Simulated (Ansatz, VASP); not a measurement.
## One calculation of SnSe2, two programs

The input INCAR:

```
ALGO = Normal
EDIFF = 1E-7
ENCUT = 520
GGA = PS
ISIF = 2
ISMEAR = 0
IVDW = 12
LASPH = T
LCHARG = F
LREAL = F
LWAVE = F
NBANDS = 20
NELM = 60
PREC = Accurate
SIGMA = 0.05
```

Contents of KPOINTS:

```
k-points
0
Gamma
  12 12 6
```

The input POSCAR:

```
SnSe2
1.0
    3.8632107324      0.0000000000      0.0000000000
   -1.9316053662      3.3456386344      0.0000000000
    0.0000000000      0.0000000000      5.9722357835
Sn Se
1 2
Direct
    0.0000000000      0.0000000000      0.0000000000
    0.3333333333      0.6666666667      0.2500000000
    0.6666666667      0.3333333333      0.7500000000
```

Input for Ansatz:

```yaml
crystal:
  lattice:
    - [3.8632107324, 0.0, 0.0]
    - [-1.9316053662, 3.3456386344, 0.0]
    - [0.0, 0.0, 5.9722357835]
  atoms:
    - { symbol: Sn, position: [0.0, 0.0, 0.0] }
    - { symbol: Se, position: [0.3333333333, 0.6666666667, 0.25] }
    - { symbol: Se, position: [0.6666666667, 0.3333333333, 0.75] }
basis:
  ecutwfc: 420
kpoints:
  mp_grid: { grid: [12, 12, 6] }
hamiltonian:
  xc: pbesol
  dispersion: d3bj
scf:
  occupations: { method: gaussian, width: 0.05 }
output:
  forces: true
  stress: true
  eigenvalues: true
  write_density: true
  write_potential: true
  elf: true
  volumetric_format: npy
```

Alike in both runs: task single point; functional PBEsol; dispersion D3(BJ); k mesh 12 × 12 × 6; occupations gaussian, width 0.05 eV; no spin polarisation.

```csv
,VASP,Ansatz
version,VASP 6.6.1,Ansatz 0.2.0
potentials or method,"VASP PAW PBE potentials, release 64 (Sn_d, Se), cutoff 520 eV","scalar-relativistic, plane waves, PAW"
valence electrons in the cell,26,46
```

VASP gave:

```
gap on the k mesh at the Fermi level (eV)                     : 0.44
least direct gap on the mesh (eV)                             : 0.53
pressure (GPa)                                                : 0.2
traceless stress, the component that is largest in VASP (GPa) : 2.38
rms of the force components (eV/Å)                            : 0.363
```

Q: What did Ansatz give for the same quantities?

A: gap on the k mesh at the Fermi level (eV): 0.45; least direct gap on the mesh (eV): 0.54; pressure (GPa): 0.0; traceless stress, the component that is largest in VASP (GPa): 2.39; rms of the force components (eV/Å): 0.353.

VASP's potentials were made for PBE, not for PBEsol. Atom by atom the forces differ by 0.010 eV/Å (rms over components). VASP's potentials hold 26 valence electrons a cell and Ansatz's 46, so a difference there can come from the potentials and not from the codes.
